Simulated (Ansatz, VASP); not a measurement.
## Two plane-wave programs on AlP

```
CELL_PARAMETERS angstrom
0.00000 2.73926 2.73926
2.73926 0.00000 2.73926
2.73926 2.73926 0.00000
ATOMIC_POSITIONS crystal
Al 0.00000 0.00000 0.00000
P 0.25000 0.25000 0.25000
```

Alike in both runs: task single point; functional PBEsol; k mesh 6 × 6 × 6; no spin polarisation.

|  | VASP | Ansatz |
| --- | --- | --- |
| version | VASP 6.6.1 | Ansatz 0.2.0 |
| potentials or method | VASP PAW PBE potentials, release 64 (Al, P) | plane waves |
| plane-wave cutoff (eV) | 500 | 420 |
| occupations | gaussian, width 0.01 eV | fixed |
| valence electrons in the cell | 8 | 8 |

```csv
,VASP,Ansatz,Ansatz less VASP
gap on the k mesh at the Fermi level (eV),1.45,1.46,+0.003
pressure (GPa),-0.3,-0.3,-0.03
```

VASP's potentials were made for PBE, not for PBEsol.
